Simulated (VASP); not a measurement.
The system is W.

```xyz
2
Lattice="2.9135 0.0000 0.0000 -1.4567 2.5231 0.0000 0.0000 0.0000 4.7287" Properties=species:S:1:pos:R:3 pbc="T T T"
W     0.0000    1.6821    1.1822
W     1.4567    0.8410    3.5465
```

```yaml
Program: VASP 6.6.1
Task: relaxation of cell and atoms
Functional: PBE
Potentials_or_basis: VASP PAW PBE potentials, release 64 (W_sv)
Cutoff: 600 eV
k_mesh: 6 × 6 × 4
Occupations: gaussian, width 0.1 eV
Spin: no spin polarisation
```

At the start: pressure -13.3 GPa; volume 17.38 Å³/atom.

**Question.** How do energy, volume and symmetry change on relaxing?

**Answer.** Over 11 steps the energy falls by 121.1 meV/atom and the volume is 16.63 Å³/atom (-4.3 %); space group P6_3/mmc (No. 194, to 0.05 Å).

Step by step:
| step | energy change (eV) | largest force (eV/Å) | pressure (GPa) | volume (Å³) |
| --- | --- | --- | --- | --- |
| 1 | 0.0000 | 0.0000 | -13.26 | 34.76 |
| 2 | 0.7417 | 0.0000 | 67.73 | 27.97 |
| 3 | -0.1118 | 0.0000 | 1.98 | 32.83 |
| 4 | -0.1126 | 0.0000 | 3.25 | 32.69 |
| 5 | -0.2132 | 0.0000 | 9.02 | 32.31 |
| 6 | -0.2215 | 0.0000 | 7.72 | 32.38 |
| 7 | -0.1159 | 0.0000 | -14.40 | 35.37 |
| 8 | -0.2412 | 0.0000 | 0.47 | 33.22 |
| 9 | -0.2412 | 0.0000 | 0.67 | 33.19 |
| 10 | -0.2413 | 0.0000 | -0.65 | 33.30 |
| 11 | -0.2421 | 0.0000 | -0.03 | 33.25 |

Final structure:
```cif
data_structure
_symmetry_space_group_name_H-M 'P 1'
_symmetry_Int_Tables_number 1
_cell_length_a 2.7792
_cell_length_b 2.7792
_cell_length_c 4.9708
_cell_angle_alpha 90.000
_cell_angle_beta 90.000
_cell_angle_gamma 120.000
_cell_volume 33.25
loop_
_atom_site_label
_atom_site_type_symbol
_atom_site_fract_x
_atom_site_fract_y
_atom_site_fract_z
_atom_site_occupancy
W1 W 0.33333 0.66667 0.25000 1
W2 W 0.66667 0.33333 0.75000 1
```

Caveat: the k points lie up to 0.44 Å⁻¹ apart in the final cell.
